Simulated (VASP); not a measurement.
Input of a VASP 6.6.1 run:

INCAR

```
SYSTEM = MoS2
PREC     = Accurate       ! precision mode
ENCUT    = 520            ! plane-wave cutoff, eV
EDIFF    = 1E-6           ! SCF threshold, eV
ISMEAR   = -1             ! smearing method
SIGMA    = 0.05           ! smearing width, eV
LREAL    = .FALSE.        ! projectors in reciprocal space
LASPH    = .TRUE.         ! aspherical terms in the spheres
NELM     = 100            ! most SCF steps
ALGO     = Normal         ! electronic algorithm
ISIF     = 2              ! what is computed and relaxed
LWAVE    = .FALSE.        ! write WAVECAR
LCHARG   = .FALSE.        ! write CHGCAR
GGA      = B5             ! functional
ALDAX    = 1.0          
AGGAX    = 1.0          
AGGAC    = 1.0          
ALDAC    = 0.0          
IVDW     = 13             ! dispersion correction
VDW_S6   = 1.0          
VDW_S8   = 2.34076671   
VDW_A1   = 0.44488865   
VDW_A2   = 4.0933009    
NBANDS   = 20             ! bands
```

The input KPOINTS:

```
regular mesh
0
G
  9 9 4
  0 0 0
```

The input POSCAR:

```
MoS2
1.0
    3.1838448285      0.0000000000      0.0000000000
   -1.5919224143      2.7572905031      0.0000000000
    0.0000000000      0.0000000000      6.2271592669
Mo S
1 2
Direct
    0.0000000000      0.0000000000      0.5000000000
    0.6666666667      0.3333333333      0.7446806800
    0.3333333333      0.6666666667      0.2553193200
```

Potentials or basis: VASP PAW PBE potentials, release 64 (Mo_sv, S).

The run is started by

```console
$ cat potpaw_PBE.64/Mo_sv/POTCAR potpaw_PBE.64/S/POTCAR > POTCAR
$ mpirun -np 1 vasp_std > vasp.out
```

(1) What does it give for the pressure?

(2) What does it give for the dispersion energy per atom?

(3) What does it give for the largest force?

(4) Estimate the band gap on the k mesh.

Results:

(1) 7.4 GPa.

(2) -0.805 eV.

(3) 1.330 eV/Å.

(4) zero (band 13 reaches 8.50 eV, above the bottom of band 14 at 7.44 eV).

Caveat: the PAW data sets were made with another functional, which shifts forces and pressure a little.
